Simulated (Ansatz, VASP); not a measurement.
## InPd in VASP and in Ansatz

```
In Pd
1.0
     3.32244    0.00000    0.00000
     0.00000    3.32244    0.00000
     0.00000    0.00000    3.09501
In Pd
1 1
Direct
  0.98510 0.00000 0.00000
  0.51608 0.50000 0.50000
```

Change from the starting cell: mode 4 frozen in at -0.052 Å, strain +e along z and -e/2 along x and y -0.0467.

Alike in both runs: task single point; functional PBEsol; k mesh 14 × 14 × 14; occupations gaussian, width 0.15 eV; no spin polarisation.

|  | VASP | Ansatz |
| --- | --- | --- |
| version | VASP 6.6.1 | Ansatz 0.2.0 |
| potentials or method | VASP PAW PBE potentials, release 64 (In_d, Pd), cutoff 520 eV | scalar-relativistic, plane waves, PAW |
| valence electrons in the cell | 23 | 31 |

Ansatz gave:

| Property | Result |
| --- | --- |
| gap on the k mesh at the Fermi level (eV) | none |
| pressure (GPa) | 1.0 |
| traceless stress, the component that is largest in VASP (GPa) | 1.95 |
| rms of the force components (eV/Å) | 0.268 |

Task: Which values does VASP return?

Result: gap on the k mesh at the Fermi level (eV): none; pressure (GPa): 1.1; traceless stress, the component that is largest in VASP (GPa): 1.94; rms of the force components (eV/Å): 0.272.

VASP's potentials were made for PBE, not for PBEsol. Atom by atom the forces differ by 0.005 eV/Å (rms over components). A gap of «none» marks a metal or a gap that the smearing closes. With one functional, cell and mesh, what is left measures potentials, basis and numerics. VASP's potentials hold 23 valence electrons a cell and Ansatz's 31, so a difference there can come from the potentials and not from the codes.
